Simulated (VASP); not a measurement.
MgS, 4 atoms in the cell. Symmetry: Cm, No. 8, monoclinic system. The conventional cell has a = 6.786 Å, b = 4.029 Å, c = 4.029 Å, α = 90.00°, β = 122.91°, γ = 90.00°. Mg (site symmetry m) has 4 S at 2.45 to 2.49 Å within 3.2 Å. Within 3.2 Å of S (site symmetry m) lie 4 Mg at 2.45 to 2.49 Å.  This cell differs from its parent crystal: shear of c along a, cell held: +6.0 %, then relaxed in part.

- Program: VASP 6.6.1
- Task: single point
- Functional: PBE
- Potentials or basis: VASP PAW PBE potentials, release 64 (Mg, S)
- Cutoff: 520 eV
- k mesh: 6 × 6 × 4
- Occupations: gaussian, width 0.02 eV
- Spin: no spin polarisation
- Dipole correction: no
- Further INCAR settings: ALGO = Normal; EDIFF = 1e-07; NBANDS = 16

Potentials or basis: VASP PAW PBE potentials, release 64 (Mg, S).

The run is started by

```bash
$ cat potpaw_PBE.64/Mg/POTCAR potpaw_PBE.64/S/POTCAR > POTCAR
$ mpirun -np 1 vasp_std > vasp.out
```

Hardware: 1 thread of Intel Xeon 8259CL, with other jobs on the host.

Question: Estimate the wall time of this run.

Answer: It took 110 s on 1 thread of Intel Xeon 8259CL, with other jobs on the host, peak memory 0.23 GiB. Counts: scf iterations 15, k points 56.
